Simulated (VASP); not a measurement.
**GaN: single point with LDA**

The system is GaN.

```
CELL_PARAMETERS angstrom
0.00000 2.22770 2.22770
2.22770 0.00000 2.22770
2.22770 2.22770 0.00000
ATOMIC_POSITIONS crystal
Ga 0.00000 0.00000 0.00000
N 0.25000 0.25000 0.25000
```

| Property | Result |
| --- | --- |
| Program | VASP 6.6.1 |
| Task | single point |
| Functional | LDA |
| Potentials or basis | VASP PAW LDA potentials, release 64 (Ga_d, N_h) |
| Cutoff | 1330 eV |
| k mesh | 10 × 10 × 10 |
| Occupations | gaussian, width 0.02 eV |
| Spin | no spin polarisation |
| Dipole correction | no |
| Further INCAR settings | ALGO = Normal; EDIFF = 1e-06; NBANDS = 16 |

| Property | Result |
| --- | --- |
| Pressure | 1.0 GPa |
| Band gap on the k mesh | 1.97 eV |

Levels at points of the mesh, in eV from the valence-band top:
```tsv
k point	band 6	band 7	band 8	band 9	band 10	band 11	band 12	band 13
(0.00, 0.00, 0.00)	-13.24	0.00	0.00	0.00	1.97	10.33	10.33	10.33
(0.50, 0.00, 0.00)	-11.86	-7.35	-1.02	-1.02	4.78	8.77	10.39	10.39
(0.50, 0.50, 0.00)	-11.38	-6.35	-2.86	-2.86	3.26	6.69	11.75	14.12
```

It took 45 s on 1 thread of Intel(R) Xeon(R) Platinum 8375C CPU @ 2.90GHz (Ice Lake) (shared host), peak memory 0.24 GiB.
